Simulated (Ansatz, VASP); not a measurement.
**One calculation of Ag, two programs**

```
Ag
1.0
     0.00000    2.34957    2.04310
     2.34957    0.00000    2.04310
     2.34957    2.34957    0.00000
Ag
1
Direct
  0.00000 0.00000 0.00000
```

Change from the starting cell: strain +0.1500 x Voigt [1, 1, 0, 0, 0, 0], atoms carried along.

Alike in both runs: task single point; functional PBE; k mesh 20 × 20 × 20; occupations gaussian, width 0.15 eV; no spin polarisation.

|  | VASP | Ansatz |
| --- | --- | --- |
| version | VASP 6.6.1 | Ansatz 0.2.0 |
| potentials or method | VASP PAW PBE potentials, release 64 (Ag), cutoff 520 eV | scalar-relativistic, plane waves, PAW |
| valence electrons in the cell | 11 | 19 |

```csv
,VASP,Ansatz,Ansatz less VASP
gap on the k mesh at the Fermi level (eV),none,none,-
pressure (GPa),-10.6,-10.6,-0.02
"traceless stress, the component that is largest in VASP (GPa)",0.52,0.52,+0.004
```

A gap of «none» marks a metal or a gap that the smearing closes. With one functional, cell and mesh, what is left measures potentials, basis and numerics. VASP's potentials hold 11 valence electrons a cell and Ansatz's 19, so a difference there can come from the potentials and not from the codes.
